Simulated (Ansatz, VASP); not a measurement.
# ZrSbS in VASP and in Ansatz

The input INCAR:

```
SYSTEM = ZrSbS
  PREC = Accurate
  ENCUT = 520
  EDIFF = 1E-6
  ISMEAR = -1
  SIGMA = 0.1
  LREAL = .False.
  LASPH = .True.
  NELM = 100
  ALGO = Normal
  ISIF = 2
  LWAVE = .False.
  LCHARG = .False.
  GGA = PE
  NBANDS = 32
```

File KPOINTS:

```
Automatic mesh
0
Gamma
  5 5 2
  0 0 0
```

POSCAR

```
ZrSbS
1.0
    3.8712160000      0.0000000000      0.0000000000
    0.0000000000      3.8712160000      0.0000000000
    0.0000000000      0.0000000000      8.5788720000
Sb Zr S
2 2 2
Direct
    0.0000000000      0.0000000000      0.0000000000
    0.5000000000      0.5000000000      0.0000000000
    0.0000000000      0.5000000000      0.2770000000
    0.5000000000      0.0000000000      0.7230000000
    0.0000000000      0.5000000000      0.6220000000
    0.5000000000      0.0000000000      0.3780000000
```

Input for Ansatz:

```yaml
crystal:
  lattice:
    - [3.871216, 0.0, 0.0]
    - [0.0, 3.871216, 0.0]
    - [0.0, 0.0, 8.578872]
  atoms:
    - { symbol: Sb, position: [0.0, 0.0, 0.0] }
    - { symbol: Sb, position: [0.5, 0.5, 0.0] }
    - { symbol: Zr, position: [0.0, 0.5, 0.277] }
    - { symbol: Zr, position: [0.5, 0.0, 0.723] }
    - { symbol: S, position: [0.0, 0.5, 0.622] }
    - { symbol: S, position: [0.5, 0.0, 0.378] }
  symmetry: { tolerance: 0.0003 }
kpoints:
  mp_grid: { grid: [5, 5, 2], shift: [0, 0, 0] }
magnetization:
  spin_polarized: false
scf:
  occupations: { method: fermi_dirac }
  algorithm: direct_min
hamiltonian:
  pseudopotentials: { kind: paw }
  xc: pbe
basis:
  ecutwfc: "500 eV"
output:
  forces: true
  stress: true
  eigenvalues: true
  write_density: true
  write_potential: true
  elf: true
  volumetric_format: npy
```

Alike in both runs: task single point; functional PBE; k mesh 5 × 5 × 2; no spin polarisation.

```csv
,VASP,Ansatz
version,VASP 6.6.1,Ansatz 0.2.0
potentials or method,"VASP PAW PBE potentials, release 64 (Sb, Zr_sv, S), cutoff 520 eV",PAW plane waves
occupations,"fermi-dirac, width 0.1 eV",fermi-dirac
valence electrons in the cell,46,66
```

Ansatz gave:

| Quantity | Value |
| --- | --- |
| gap on the k mesh at the Fermi level (eV) | none |
| pressure (GPa) | 2.3 |
| traceless stress, the component that is largest in VASP (GPa) | -9.60 |
| rms of the force components (eV/Å) | 0.228 |

Estimate VASP's values.

gap on the k mesh at the Fermi level (eV): none; pressure (GPa): 2.5; traceless stress, the component that is largest in VASP (GPa): -9.74; rms of the force components (eV/Å): 0.228.

Atom by atom the forces differ by 0.002 eV/Å (rms over components). A gap of «none» marks a metal or a gap that the smearing closes. VASP's potentials hold 46 valence electrons a cell and Ansatz's 66, so a difference there can come from the potentials and not from the codes.

The k mesh is coarse, so the values compare programs but aren't converged. Spin-orbit coupling is off throughout.
